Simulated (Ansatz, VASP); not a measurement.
GaGe: VASP beside Ansatz

The input INCAR:

```
SYSTEM = GaGe
PREC = Accurate
ENCUT = 520
EDIFF = 1E-6
ISMEAR = 0
SIGMA = 0.1
LREAL = .False.
LASPH = .True.
NELM = 80
ALGO = Normal
ISIF = 2
LWAVE = .False.
LCHARG = .False.
GGA = PE
NBANDS = 20
```

KPOINTS

```
Automatic mesh
0
Gamma
  4 4 4
  0 0 0
```

Contents of POSCAR:

```
GaGe
1.0
    0.0000000000      2.8978440000      2.8978440000
    2.8978440000      0.0000000000      2.8978440000
    2.8978440000      2.8978440000      0.0000000000
Ga Ge
1 1
Direct
    0.7500000000      0.7500000000      0.7500000000
    0.0000000000      0.0000000000      0.0000000000
```

Input for Ansatz:

```yaml
crystal:
  lattice:
    - [0.0, 2.897844, 2.897844]
    - [2.897844, 0.0, 2.897844]
    - [2.897844, 2.897844, 0.0]
  atoms:
    - { symbol: Ga, position: [0.75, 0.75, 0.75] }
    - { symbol: Ge, position: [0.0, 0.0, 0.0] }
basis:
  ecutwfc: 420
kpoints:
  mp_grid: { grid: [4, 4, 4] }
hamiltonian:
  xc: pbe
scf:
  occupations: { method: gaussian, width: 0.1 }
output:
  forces: true
  stress: true
  eigenvalues: true
```

Alike in both runs: task single point; functional PBE; k mesh 4 × 4 × 4; occupations gaussian, width 0.1 eV; no spin polarisation.

```csv
,VASP,Ansatz
version,VASP 6.6.1,Ansatz 0.2.0
potentials or method,"VASP PAW PBE potentials, release 64 (Ga_d, Ge_d), cutoff 520 eV","scalar-relativistic, plane waves, PAW"
valence electrons in the cell,27,27
```

```tsv
	VASP	Ansatz	Ansatz less VASP
gap on the k mesh at the Fermi level (eV)	none	none	-
pressure (GPa)	-0.4	-0.4	-0.04
```

A gap of «none» marks a metal or a gap that the smearing closes.

The k mesh is coarse, so the values compare programs but aren't converged.
